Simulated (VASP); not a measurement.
# Cs2AgBiBr6 (Fm-3m) in VASP: further runs

The runs below take Cs2AgBiBr6 through single point, with PBE.

Program: VASP 6.6.1. These are calculated values, not measurements. Logs are shortened: lines on timing, memory, paths and dates and some standing lists are left out, and cuts for length are marked.

**1. The cell of the first run**

The structure is cubic, space group Fm-3m (No. 225). Conventional cell: a = 11.240 Å, b = 11.240 Å, c = 11.240 Å, α = 90.00°, β = 90.00°, γ = 90.00°. Within 5.2 Å of Cs (site symmetry -43m) lie 12 Br at 3.97 Å and 4 Ag at 4.87 Å and 4 Bi at 4.87 Å. Ag (site symmetry m-3m) has 6 Br at 2.79 Å within 3.7 Å. Bi (site symmetry m-3m) has 6 Br at 2.83 Å within 3.7 Å. Within 3.7 Å of Br (site symmetry 4mm) lie 1 Ag at 2.79 Å and 1 Bi at 2.83 Å.

**2. Single point, PBE (35.51 Å³/atom)**

Contents of INCAR:

```
SYSTEM = Cs2AgBiBr6
PREC     = Accurate       ! precision mode
ENCUT    = 520            ! plane-wave cutoff, eV
EDIFF    = 1E-7           ! SCF threshold, eV
ISMEAR   = 0              ! smearing method
SIGMA    = 0.01           ! smearing width, eV
LREAL    = .FALSE.        ! projectors in reciprocal space
LASPH    = .TRUE.         ! aspherical terms in the spheres
NELM     = 100            ! most SCF steps
ALGO     = Normal         ! electronic algorithm
ISIF     = 2              ! what is computed and relaxed
LWAVE    = .FALSE.        ! write WAVECAR
LCHARG   = .FALSE.        ! write CHGCAR
GGA      = PE             ! functional
NBANDS   = 54             ! bands
```

Contents of KPOINTS:

```
Automatic mesh
0
G
  4 4 4
  0 0 0
```

Contents of POSCAR:

```
Cs2AgBiBr6
1.0
    0.0000000000      5.6202473016      5.6202473016
    5.6202473016      0.0000000000      5.6202473016
    5.6202473016      5.6202473016      0.0000000000
Cs Ag Bi Br
2 1 1 6
Direct
    0.2500000000      0.2500000000      0.2500000000
    0.7500000000      0.7500000000      0.7500000000
    0.0000000000      0.0000000000      0.0000000000
    0.5000000000      0.5000000000      0.5000000000
    0.2486135607      0.7513864393      0.7513864393
    0.2486135607      0.7513864393      0.2486135607
    0.7513864393      0.2486135607      0.7513864393
    0.7513864393      0.2486135607      0.2486135607
    0.7513864393      0.7513864393      0.2486135607
    0.2486135607      0.2486135607      0.7513864393
```

Potentials or basis: VASP PAW PBE potentials, release 64 (Cs_sv, Ag, Bi_d, Br).

Launch:

```console
> cat potpaw_PBE.64/Cs_sv/POTCAR potpaw_PBE.64/Ag/POTCAR potpaw_PBE.64/Bi_d/POTCAR potpaw_PBE.64/Br/POTCAR > POTCAR
> mpirun -np 1 vasp_std > vasp.out
```

OUTCAR:

```text
SYSTEM = Cs2AgBiBr6
   PREC = Accurate
   ENCUT = 520
   EDIFF = 1E-7
   ISMEAR = 0
   LREAL = .FALSE.
   LASPH = .TRUE.
   NELM = 100
   ISIF = 2
   GGA = PE

 ion  position               nearest neighbor table
   1  0.250  0.250  0.250-
   2  0.750  0.750  0.750-
   3  0.000  0.000  0.000-   5 2.79   6 2.79   7 2.79   8 2.79   9 2.79  10 2.79
   4  0.500  0.500  0.500-   5 2.83   6 2.83   7 2.83   8 2.83   9 2.83  10 2.83
   5  0.249  0.751  0.751-   3 2.79   4 2.83
   6  0.249  0.751  0.249-   3 2.79   4 2.83
   7  0.751  0.249  0.751-   3 2.79   4 2.83
   8  0.751  0.249  0.249-   3 2.79   4 2.83
   9  0.751  0.751  0.249-   3 2.79   4 2.83
  10  0.249  0.249  0.751-   3 2.79   4 2.83

  LATTYP: Found a face centered cubic cell.
 ALAT       =    11.2404946032

  Lattice vectors:

 A1 = (   0.0000000000,   5.6202473016,   5.6202473016)
 A2 = (   5.6202473016,   0.0000000000,   5.6202473016)
 A3 = (   5.6202473016,   5.6202473016,   0.0000000000)

Analysis of symmetry for initial positions (statically):
=====================================================================
 Subroutine PRICEL returns:
 Original cell was already a primitive cell.

 Routine SETGRP: Setting up the symmetry group for a
 face centered cubic supercell.

 Subroutine GETGRP returns: Found 48 space group operations
 (whereof 48 operations were pure point group operations)
 out of a pool of 48 trial point group operations.

The static configuration has the point symmetry O_h .

Analysis of symmetry for dynamics (positions and initial velocities):
=====================================================================
 Subroutine PRICEL returns:
 Original cell was already a primitive cell.

 Routine SETGRP: Setting up the symmetry group for a
 face centered cubic supercell.

 Subroutine GETGRP returns: Found 48 space group operations
 (whereof 48 operations were pure point group operations)
 out of a pool of 48 trial point group operations.

The dynamic configuration has the point symmetry O_h .

 Subroutine INISYM returns: Found 48 space group operations
 (whereof 48 operations are pure point group operations),
 and found     1 'primitive' translations

----------------------------------------------------------------------------------------

                                     Primitive cell

  volume of cell :     355.0555

  direct lattice vectors                    reciprocal lattice vectors
     0.000000000  5.620247302  5.620247302    -0.088964057  0.088964057  0.088964057
     5.620247302  0.000000000  5.620247302     0.088964057 -0.088964057  0.088964057
     5.620247302  5.620247302  0.000000000     0.088964057  0.088964057 -0.088964057

  length of vectors
     7.948229958  7.948229958  7.948229958     0.154090266  0.154090266  0.154090266

  position of ions in fractional coordinates (direct lattice)
     0.250000000  0.250000000  0.250000000
     0.750000000  0.750000000  0.750000000
     0.000000000  0.000000000  0.000000000
     0.500000000  0.500000000  0.500000000
     0.248613561  0.751386439  0.751386439
     0.248613561  0.751386439  0.248613561
     0.751386439  0.248613561  0.751386439
     0.751386439  0.248613561  0.248613561
     0.751386439  0.751386439  0.248613561
     0.248613561  0.248613561  0.751386439

  ion indices of the primitive-cell ions
   primitive index   ion index
                 1           1
                 2           2
                 3           3
                 4           4
                 5           5
                 6           6
                 7           7
                 8           8
                 9           9
                10          10

----------------------------------------------------------------------------------------

 KPOINTS: Automatic mesh

Automatic generation of k-mesh.
 Grid dimensions read from file:
 generate k-points for:    4    4    4

 Generating k-lattice:

  Cartesian coordinates                     Fractional coordinates (reciprocal lattice)
    -0.022241014  0.022241014  0.022241014     0.250000000  0.000000000  0.000000000
     0.022241014 -0.022241014  0.022241014     0.000000000  0.250000000  0.000000000
     0.022241014  0.022241014 -0.022241014     0.000000000  0.000000000  0.250000000

  Length of vectors
     0.038522567  0.038522567  0.038522567

  Shift w.r.t. Gamma in fractional coordinates (k-lattice)
     0.000000000  0.000000000  0.000000000

 Subroutine IBZKPT returns following result:
 ===========================================

 Found      8 irreducible k-points:

 Following reciprocal coordinates:
            Coordinates               Weight
  0.000000  0.000000  0.000000      1.000000
  0.250000  0.000000  0.000000      8.000000
  0.500000  0.000000  0.000000      4.000000
  0.250000  0.250000  0.000000      6.000000
  0.500000  0.250000  0.000000     24.000000
 -0.250000  0.250000  0.000000     12.000000
  0.500000  0.500000  0.000000      3.000000
 -0.250000  0.500000  0.250000      6.000000
   k-points           NKPTS =      8   k-points in BZ     NKDIM =      8   number of bands    NBANDS=     54
   number of dos      NEDOS =    301   number of ions     NIONS =     10
   total plane-waves  NPLWV = 216000
   dimension x,y,z NGX =    60 NGY =   60 NGZ =   60
   dimension x,y,z NGXF=   120 NGYF=  120 NGZF=  120
   ions per type =               2   1   1   6
   NGX,Y,Z   is equivalent  to a cutoff of  12.55, 12.55, 12.55 a.u.
   NGXF,Y,Z  is equivalent  to a cutoff of  25.10, 25.10, 25.10 a.u.
 SYSTEM =  Cs2AgBiBr6
   PREC   = accura    normal or accurate (medium, high low for compatibility)
   ISTART =      0    job   : 0-new  1-cont  2-samecut
   ICHARG =      2    charge: 1-file 2-atom 10-const
   ISPIN  =      1    spin polarized calculation?
   LNONCOLLINEAR =      F non collinear calculations
   LSORBIT =      F    spin-orbit coupling
   LASPH  =      T    aspherical Exc in radial PAW
   ENCUT  =  520.0 eV  38.22 Ry    6.18 a.u.  14.78 14.78 14.78*2*pi/ulx,y,z
   NELM   =    100;   NELMIN=  2; NELMDL= -5     # of ELM steps
   EDIFF  = 0.1E-06   stopping-criterion for ELM
   LREAL  =      F    real-space projection
   EDIFFG = 0.1E-05   stopping-criterion for IOM
   NSW    =      0    number of steps for IOM
   IBRION =     -1    ionic relax: 0-MD 1-quasi-New 2-CG
   NFREE  =      0    steps in history (QN), initial steepest desc. (CG)
   ISIF   =      2    stress and relaxation
   ISYM   =      2    0-nonsym 1-usesym 2-fastsym
   POTIM  = 0.5000    time-step for ionic-motion
   TEBEG  =    0.0;   TEEND  =   0.0 temperature during run
   PSTRESS=    0.0 pullay stress
   NELECT =      86.0000    total number of electrons
   NUPDOWN=      -1.0000    fix difference up-down
   EMIN   =  10.00;   EMAX   =-10.00  energy-range for DOS
   EFERMI =   0.00;   METHOD = LEGACY
   ISMEAR =     0;   SIGMA  =   0.01  broadening in eV -4-tet -1-fermi 0-gaus
   EFERMI_NEDOS =   21; number of points for ismear=-14 and -15
   IALGO  =     38    algorithm
   IMIX   =      4    mixing-type and parameters
     AMIX     =   0.40;   BMIX     =  1.00
     AMIX_MAG =   1.60;   BMIX_MAG =  1.00
  volume/ion in A,a.u.               =      35.51       239.60
  Fermi-wavevector in a.u.,A,eV,Ry     =   1.020490  1.928447 14.169114  1.041400
  Thomas-Fermi vector in A             =   2.154063
   LORBIT       =      0    0 simple, 1 ext, 2 COOP (PROOUT), +10 PAW based schemes
   GGA     = PE    functional components
   LHFCALC =     F    Hartree Fock is set to
   AEXX    =    0.0000 exact exchange contribution
   IVDW    =     0    specifies the selected vdW correction
   LEPSILON=     F    determine dielectric tensor
   LRPA    =     F    only Hartree local field effects (RPA)
 non-spin polarized calculation
 Gauss-broadening in eV      SIGMA  =   0.01
  energy-cutoff  :      520.00
  volume of cell :      355.06
 maximum number of plane-waves:      9588
   NGX = 29   NGY = 29   NGZ = 29

 number of electron      86.0000007 magnetization

 Free energy of the ion-electron system (eV)
  ---------------------------------------------------
  ext. energy  EPLUGINS =         0.00000000
  ---------------------------------------------------
  free energy    TOTEN  =       -29.49955501 eV

  energy without entropy =      -29.49955501  energy(sigma->0) =      -29.49955501

 E-fermi :   1.4620     XC(G=0):  -8.1567

 val. band max:        1.4157121504   @ k =   0.5000   0.5000   0.0000
 cond. band min:       2.6730374389   @ k =   0.5000   0.0000   0.0000
 fundamental gap:      1.2573252884
 Fermi energy:         1.4620419104

 k-point     1 :       0.0000    0.0000    0.0000
  band No.  band energies     occupation
      1     -21.7034      2.00000
      2     -21.7034      2.00000
      3     -21.6651      2.00000
      4     -21.6651      2.00000
      5     -21.6651      2.00000
      6     -19.3780      2.00000
[... 46 lines left out ...]
     53       6.8017      0.00000
     54       6.8017      0.00000

 k-point     2 :       0.2500    0.0000    0.0000
  band No.  band energies     occupation
      1     -21.7034      2.00000
      2     -21.7034      2.00000
      3     -21.6651      2.00000
      4     -21.6651      2.00000
      5     -21.6651      2.00000
      6     -19.3769      2.00000
[... 46 lines left out ...]
     53       7.0979      0.00000
     54       7.1472      0.00000

 k-point     3 :       0.5000    0.0000    0.0000
  band No.  band energies     occupation
      1     -21.7034      2.00000
      2     -21.7034      2.00000
      3     -21.6652      2.00000
      4     -21.6651      2.00000
      5     -21.6651      2.00000
      6     -19.3744      2.00000
[... 46 lines left out ...]
     53       7.6025      0.00000
     54       7.7233      0.00000

 k-point     4 :       0.2500    0.2500    0.0000
  band No.  band energies     occupation
      1     -21.7034      2.00000
      2     -21.7034      2.00000
      3     -21.6651      2.00000
      4     -21.6651      2.00000
      5     -21.6651      2.00000
      6     -19.3767      2.00000
[... 46 lines left out ...]
     53       7.2684      0.00000
     54       7.2684      0.00000

 k-point     5 :       0.5000    0.2500    0.0000
  band No.  band energies     occupation
      1     -21.7034      2.00000
      2     -21.7034      2.00000
      3     -21.6651      2.00000
      4     -21.6651      2.00000
      5     -21.6651      2.00000
      6     -19.3751      2.00000
[... 46 lines left out ...]
     53       7.5374      0.00000
     54       7.5410      0.00000

 k-point     6 :      -0.2500    0.2500    0.0000
  band No.  band energies     occupation
      1     -21.7034      2.00000
      2     -21.7034      2.00000
      3     -21.6651      2.00000
      4     -21.6651      2.00000
      5     -21.6651      2.00000
      6     -19.3755      2.00000
[... 46 lines left out ...]
     53       7.4818      0.00000
     54       7.5227      0.00000

 k-point     7 :       0.5000    0.5000    0.0000
  band No.  band energies     occupation
      1     -21.7035      2.00000
      2     -21.7034      2.00000
      3     -21.6651      2.00000
      4     -21.6651      2.00000
      5     -21.6651      2.00000
      6     -19.3754      2.00000
[... 46 lines left out ...]
     53       7.6789      0.00000
     54       8.1170      0.00000

 k-point     8 :      -0.2500    0.5000    0.2500
  band No.  band energies     occupation
      1     -21.7034      2.00000
      2     -21.7034      2.00000
      3     -21.6651      2.00000
      4     -21.6651      2.00000
      5     -21.6651      2.00000
      6     -19.3743      2.00000
[... 46 lines left out ...]
     53       7.4574      0.00000
     54       7.7345      0.00000

------------------------ aborting loop because EDIFF is reached ----------------------------------------

  FORCE on cell =-STRESS in cart. coord.  units (eV):
  Direction    XX          YY          ZZ          XY          YZ          ZX
  --------------------------------------------------------------------------------------
  -------------------------------------------------------------------------------------
  Total        3.7807248      3.7807248      3.7807248     -0.0000000     -0.0000000      0.0000000
  in kB       17.0604066     17.0604066     17.0604066     -0.0000000     -0.0000000      0.0000000
  external PRESSURE =      17.0604066 kB  Pullay stress =       0.0000000 kB

 VOLUME and BASIS-vectors are now :
 -----------------------------------------------------------------------------
  energy-cutoff  :      520.00
  volume of cell :      355.06
      direct lattice vectors                 reciprocal lattice vectors
     0.000000000  5.620247302  5.620247302    -0.088964057  0.088964057  0.088964057
     5.620247302  0.000000000  5.620247302     0.088964057 -0.088964057  0.088964057
     5.620247302  5.620247302  0.000000000     0.088964057  0.088964057 -0.088964057

 POSITION                                       TOTAL-FORCE (eV/Angst)
 -----------------------------------------------------------------------------------
      2.81012      2.81012      2.81012         0.000000      0.000000     -0.000000
      8.43037      8.43037      8.43037         0.000000      0.000000     -0.000000
      0.00000      0.00000      0.00000         0.000000      0.000000     -0.000000
      5.62025      5.62025      5.62025         0.000000      0.000000     -0.000000
      8.44596      5.62025      5.62025         0.195088      0.000000     -0.000000
      5.62025      2.79454      5.62025         0.000000     -0.195088     -0.000000
      5.62025      8.44596      5.62025         0.000000      0.195088     -0.000000
      2.79454      5.62025      5.62025        -0.195088      0.000000     -0.000000
      5.62025      5.62025      8.44596         0.000000      0.000000      0.195088
      5.62025      5.62025      2.79454         0.000000      0.000000     -0.195088
 -----------------------------------------------------------------------------------
    total drift:                                0.000000     -0.000000      0.000000

  FREE ENERGIE OF THE ION-ELECTRON SYSTEM (eV)
  ---------------------------------------------------
  free  energy   TOTEN  =       -29.4995550120 eV

  energy  without entropy=      -29.4995550120  energy(sigma->0) =      -29.49955501
```

It took 4.4 min on 1 thread of Intel Xeon Platinum 8259CL at 2.50GHz (Skylake/Cascade Lake), shared host; peak memory 0.6 GiB.

What came out:

- Free energy: -29.4996 eV
- Pressure: 1.7 GPa
- Largest force: 0.195 eV/Å
- Band gap on the k mesh: 1.26 eV (least direct gap 2.45 eV)

Forces on the atoms (eV/Å):
```
Cs   0.000  0.000  0.000
Cs   0.000  0.000  0.000
Ag   0.000  0.000  0.000
Bi   0.000  0.000  0.000
Br   0.195  0.000  0.000
Br   0.000 -0.195  0.000
Br   0.000  0.195  0.000
Br  -0.195  0.000  0.000
Br   0.000  0.000  0.195
Br   0.000  0.000 -0.195
```

Levels at points of the mesh, in eV from the valence-band top:
```tsv
k point	band 40	band 41	band 42	band 43	band 44	band 45	band 46	band 47
(0.00, 0.00, 0.00)	-1.23	-1.23	-0.67	-0.67	2.28	2.28	2.28	3.62
(0.50, 0.00, 0.00)	-1.53	-1.41	-1.26	-1.26	1.26	3.67	3.67	4.93
(0.50, 0.50, 0.00)	-1.57	-1.25	-0.68	0.00	2.78	2.78	3.15	4.40
```

Caveat: spin-orbit coupling is left out, which moves the levels of the heavy elements.

**3. Single point, PBE**

This run uses another cell than the first one, of 36.51 Å³/atom.

Contents of INCAR:

```
ALGO = Normal ; EDIFF = 1E-6
ENCUT = 520 ; GGA = PE
ISIF = 2 ; ISMEAR = 0
LASPH = True ; LCHARG = True
LELF = True ; LREAL = False
LVHAR = True ; LWAVE = False
NBANDS = 54 ; NELM = 60
PREC = Accurate ; SIGMA = 0.01
```

Contents of KPOINTS:

```
k-points
0
Gamma
  4 4 4
```

Contents of POSCAR:

```
Cs2AgBiBr6
1.0
    0.0000000000      5.6726964498      5.6726964498
    5.6726964498      0.0000000000      5.6726964498
    5.6726964498      5.6726964498      0.0000000000
Cs Ag Bi Br
2 1 1 6
Direct
    0.2500000000      0.2500000000      0.2500000000
    0.7500000000      0.7500000000      0.7500000000
    0.0000000000      0.0000000000      0.0000000000
    0.5000000000      0.5000000000      0.5000000000
    0.2481704931      0.7518295069      0.7518295069
    0.2481704931      0.7518295069      0.2481704931
    0.7518295069      0.2481704931      0.7518295069
    0.7518295069      0.2481704931      0.2481704931
    0.7518295069      0.7518295069      0.2481704931
    0.2481704931      0.2481704931      0.7518295069
```

Potentials or basis: VASP PAW PBE potentials, release 64 (Cs_sv, Ag, Bi_d, Br).

Launch:

```console
> cat potpaw_PBE.64/Cs_sv/POTCAR potpaw_PBE.64/Ag/POTCAR potpaw_PBE.64/Bi_d/POTCAR potpaw_PBE.64/Br/POTCAR > POTCAR
> mpirun -np 1 vasp_std > vasp.out
```

Wall time 4.4 min (1 thread of Intel Xeon Platinum 8259CL at 2.50GHz (Skylake/Cascade Lake), shared host); peak memory 0.6 GiB.

The run converged. Its results:

| Quantity | Value |
| --- | --- |
| Free energy | -29.5835 eV |
| Pressure | 0.8 GPa |
| Largest force | 0.062 eV/Å |
| Band gap on the k mesh | 1.28 eV (least direct gap 2.43 eV) |

Forces in eV/Å, atoms in the order of the input:
```
Cs   0.000  0.000  0.000
Cs   0.000  0.000  0.000
Ag   0.000  0.000  0.000
Bi   0.000  0.000  0.000
Br   0.062  0.000  0.000
Br   0.000 -0.062  0.000
Br   0.000  0.062  0.000
Br  -0.062  0.000  0.000
Br   0.000  0.000  0.062
Br   0.000  0.000 -0.062
```

Levels at points of the mesh, in eV from the valence-band top:
```tsv
k point	band 40	band 41	band 42	band 43	band 44	band 45	band 46	band 47
(0.00, 0.00, 0.00)	-1.12	-1.12	-0.61	-0.61	2.29	2.29	2.29	3.67
(0.50, 0.00, 0.00)	-1.41	-1.35	-1.16	-1.16	1.28	3.59	3.59	4.99
(0.50, 0.50, 0.00)	-1.46	-1.13	-0.61	0.00	2.75	2.75	3.09	4.37
```

Caveat: spin-orbit coupling is left out, which moves the levels of the heavy elements.
